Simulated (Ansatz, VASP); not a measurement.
# One calculation of WC, two programs

The input INCAR:

```
  PREC = Accurate
  ENCUT = 520
  EDIFF = 1E-6
  ISMEAR = 0
  SIGMA = 0.15
  LREAL = F
  LASPH = T
  NELM = 100
  ALGO = Normal
  ISIF = 2
  LWAVE = F
  LCHARG = F
  GGA = PE
  NBANDS = 16
```

KPOINTS

```
Automatic mesh
0
Gamma
  18 18 16
```

Contents of POSCAR:

```
WC
1.0
    2.9005014360      0.0000000000      0.0000000000
   -1.4502507180      2.5119079273      0.0000000000
    0.0000000000      0.0000000000      2.8290000000
W C
1 1
Direct
    0.0000000000      0.0000000000      0.0000000000
    0.6149514708      0.3333333333      0.4469777306
```

Input for Ansatz:

```yaml
crystal:
  lattice:
    - [2.900501436, 0.0, 0.0]
    - [-1.450250718, 2.5119079273, 0.0]
    - [0.0, 0.0, 2.829]
  atoms:
    - { symbol: W, position: [0.0, 0.0, 0.0] }
    - { symbol: C, position: [0.6149514708, 0.3333333333, 0.4469777306] }
basis:
  ecutwfc: 420
kpoints:
  mp_grid: { grid: [18, 18, 16] }
hamiltonian:
  xc: pbe
scf:
  occupations: { method: gaussian, width: 0.15 }
output:
  forces: true
  stress: true
  eigenvalues: true
```

Alike in both runs: task single point; functional PBE; k mesh 18 × 18 × 16; occupations gaussian, width 0.15 eV; no spin polarisation.

|  | VASP | Ansatz |
| --- | --- | --- |
| version | VASP 6.6.1 | Ansatz 0.2.0 |
| potentials or method | VASP PAW PBE potentials, release 64 (W_sv, C), cutoff 520 eV | scalar-relativistic, plane waves, PAW |
| valence electrons in the cell | 18 | 18 |

Ansatz gave:

- gap on the k mesh at the Fermi level (eV): none
- pressure (GPa): 17.2
- traceless stress, the component that is largest in VASP (GPa): 9.00
- rms of the force components (eV/Å): 2.043

Estimate VASP's values.

gap on the k mesh at the Fermi level (eV): none; pressure (GPa): 18.5; traceless stress, the component that is largest in VASP (GPa): 9.07; rms of the force components (eV/Å): 2.058.

Atom by atom the forces differ by 0.015 eV/Å (rms over components). A gap of «none» marks a metal or a gap that the smearing closes.

Neither program's run includes spin-orbit coupling.
